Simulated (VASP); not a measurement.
Write the native input for VASP 6.6.1 that does the following.

```yaml
Task: single point
Functional: r2SCAN
Potentials_or_basis: VASP PAW PBE potentials, release 64 (Co, O)
Cutoff: 520 eV
k_mesh: 12 × 12 × 12
Occupations: gaussian, width 0.02 eV
Spin: collinear spin, antiferromagnetic start
Starting_moments: "[-2.51, 2.51, -0.13, 0.13] μB"
Dipole_correction: no
Further_INCAR_settings: ALGO = Normal; EDIFF = 1e-07; NBANDS = 27
```

CoO:

```
CELL_PARAMETERS angstrom
1.60300 0.92549 5.14546
-1.60300 0.92549 5.14546
0.00000 -1.85098 5.14546
ATOMIC_POSITIONS crystal
Co 0.99938 0.99938 0.99938
Co 0.49938 0.49938 0.49938
O 0.37562 0.37562 0.37562
O 0.87562 0.87562 0.87562
```

The input as run:

POSCAR

```
CoO
1.0
    1.6029955698      0.9254899237      5.1454632075
   -1.6029955698      0.9254899237      5.1454632075
    0.0000000000     -1.8509798474      5.1454632075
Co O
2 2
Direct
    0.9993814524      0.9993814524      0.9993814524
    0.4993808342      0.4993808342      0.4993808342
    0.3756185921      0.3756185921      0.3756185921
    0.8756184713      0.8756184713      0.8756184713
```

INCAR.step1

```
  PREC = Accurate
  ENCUT = 520
  ISMEAR = 0
  SIGMA = 0.02
  LREAL = False
  LASPH = True
  NELM = 150
  ISPIN = 2
  MAGMOM = -2.51 2.51 -0.13 0.13
  LMAXMIX = 4
  NBANDS = 27
  GGA = PE
  ALGO = Normal
  EDIFF = 1E-4
  LWAVE = True
  LCHARG = False
```

INCAR.step2

```
  PREC = Accurate
  ENCUT = 520
  EDIFF = 1E-7
  ISMEAR = 0
  SIGMA = 0.02
  LREAL = False
  LASPH = True
  NELM = 150
  ALGO = Normal
  ISIF = 2
  LWAVE = False
  LCHARG = False
  ISPIN = 2
  MAGMOM = -2.51 2.51 -0.13 0.13
  LORBIT = 11
  LMAXMIX = 4
  METAGGA = R2SCAN
  LMIXTAU = True
  NBANDS = 27
  ISTART = 1
```

KPOINTS

```
Automatic mesh
0
Gamma
  12 12 12
```

Potentials or basis: VASP PAW PBE potentials, release 64 (Co, O).

Launch:

```bash
$ cat potpaw_PBE.64/Co/POTCAR potpaw_PBE.64/O/POTCAR > POTCAR
$ cp INCAR.step1 INCAR
$ mpirun -np 1 vasp_std > vasp.out
$ cp INCAR.step2 INCAR
$ mpirun -np 1 vasp_std > vasp.out
```

Results of the run:

The pressure is -0.2 GPa. The band gap on the k mesh is 0.72 eV, the net moment is 0.00 μB per cell and the site moments are Co -2.48, +2.48; O -0.12, +0.12 μB. The valence electrons inside the program's atomic spheres are Co 7.99; O 5.05.

Caveat: the PAW data sets were made with another functional, which shifts forces and pressure a little.

Run time: 2.3 h on 1 thread of Oxide Virtual Turin-like Processor, with other jobs on the host, peak memory 0.55 GiB.
